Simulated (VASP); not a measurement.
Set up this calculation in VASP 6.6.1, as the native input.

| Item | Value |
| --- | --- |
| Task | relaxation of the atoms |
| Functional | PBEsol |
| Potentials or basis | VASP PAW PBE potentials, release 64 (Ti_sv, Li_sv) |
| Cutoff | 650 eV |
| k mesh | 2 × 2 × 2 |
| Occupations | fermi-dirac, width 0.05 eV |
| Spin | no spin polarisation |
| Dipole correction | no |
| Further INCAR settings | ALGO = Normal; EDIFF = 1e-07; IBRION = 2; EDIFFG = -0.08; NSW = 45 |

The structure of LiTi12 (a cell with a defect) lies in POSCAR:

```
LiTi12
1.0
    5.9000000000      0.0000000000      0.0000000000
   -4.4250000000      7.6643250000      0.0000000000
    0.0000000000      0.0000000000      4.6846000000
Ti Li
12 1
Direct
    0.0000000000      0.0000000000      0.0000000000
    0.1666667000      0.2222222000      0.5000000000
    0.0000000000      0.3333333000      0.0000000000
    0.1666667000      0.5555556000      0.5000000000
    0.0000000000      0.6666667000      0.0000000000
    0.1666667000      0.8888889000      0.5000000000
    0.5000000000      0.0000000000      0.0000000000
    0.6666667000      0.2222222000      0.5000000000
    0.5000000000      0.3333333000      0.0000000000
    0.6666667000      0.5555556000      0.5000000000
    0.5000000000      0.6666667000      0.0000000000
    0.6666667000      0.8888889000      0.5000000000
    0.8478894000      0.1152546000      0.2599077000
```

These files were run (other wordings do the same):

INCAR

```
PREC = Accurate
ENCUT = 650
EDIFF = 1E-7
ISMEAR = -1
SIGMA = 0.05
LREAL = F
LASPH = T
NELM = 120
ALGO = Normal
ISIF = 2
LWAVE = F
LCHARG = F
GGA = PS
IBRION = 2
NSW = 45
EDIFFG = -0.08
GGA_COMPAT = F
NELMIN = 4
KPAR = 2
NCORE = 2
```

KPOINTS

```
regular mesh
0
Gamma
  2 2 2
```

Potentials or basis: VASP PAW PBE potentials, release 64 (Ti_sv, Li_sv).

Launch:

```console
$ cat potpaw_PBE.64/Ti_sv/POTCAR potpaw_PBE.64/Li_sv/POTCAR > POTCAR
$ mpirun -np 4 vasp_std > vasp.out
```

Results of the run:

```json
{
 "Energy gained by relaxing": "248.8 meV/atom",
 "Ionic steps": "15",
 "Pressure after relaxing": "1.7 GPa",
 "Largest force after relaxing": "0.057 eV/Å",
 "Band gap on the k mesh": "zero (an odd number of electrons rules out a gap without spin polarisation)"
}
```

Caveat: the k points lie up to 0.67 Å⁻¹ apart, too coarse for converged energies and pressures of a metal; the PAW data sets were made with another functional, which shifts forces and pressure a little; the relaxation stopped at a loose force limit of 0.08 eV/Å, so its end isn't a converged minimum.

Run time: 53 min on 4 MPI ranks on AMD EPYC 7571, with other jobs on the host, peak memory 0.31 GiB a rank.
